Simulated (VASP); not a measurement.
Write the native input for VASP 6.6.1 that does the following.

- Task: single point
- Functional: LDA
- Potentials or basis: VASP PAW LDA potentials, release 64 (Re)
- Cutoff: 520 eV
- k mesh: 11 × 11 × 6
- Occupations: fermi-dirac, width 0.05 eV
- Spin: no spin polarisation
- Dipole correction: no
- Further INCAR settings: ALGO = Fast; EDIFF = 1e-07; NBANDS = 14

The structure of Re lies in POSCAR:

```
Re
1.0
    2.7422705826      0.0000000000      0.0000000000
   -1.3711352913      2.3748759886      0.0000000000
    0.0000000000      0.0000000000      4.4282782931
Re
2
Direct
    0.6666666667      0.3333333333      0.7500000000
    0.3333333333      0.6666666667      0.2500000000
```

The input as run:

INCAR

```
SYSTEM = Re
PREC     = Accurate       ! precision mode
ENCUT    = 520            ! plane-wave cutoff, eV
EDIFF    = 1E-7           ! SCF threshold, eV
ISMEAR   = -1             ! smearing method
SIGMA    = 0.05           ! smearing width, eV
LREAL    = .False.        ! projectors in reciprocal space
LASPH    = .True.         ! aspherical terms in the spheres
NELM     = 60             ! most SCF steps
ALGO     = Fast           ! electronic algorithm
ISIF     = 2              ! what is computed and relaxed
LWAVE    = .False.        ! write WAVECAR
LCHARG   = .False.        ! write CHGCAR
GGA      = CA             ! functional
NBANDS   = 14             ! bands
```

KPOINTS

```
regular mesh
0
Gamma
  11 11 6
  0 0 0
```

Potentials or basis: VASP PAW LDA potentials, release 64 (Re).

Run with:

```console
$ cat potpaw_LDA.64/Re/POTCAR > POTCAR
$ mpirun -np 1 vasp_std > vasp.out
```

It gave:

```json
{
 "Pressure": "-1.1 GPa",
 "Band gap on the k mesh": "zero (band 7 reaches 9.62 eV, above the bottom of band 8 at 6.31 eV)"
}
```

Caveat: spin-orbit coupling is left out, which moves the levels of the heavy elements.

Run time: 20 s on 1 thread of Intel(R) Xeon(R) Platinum 8375C CPU @ 2.90GHz (Ice Lake) (shared host), peak memory 0.14 GiB.
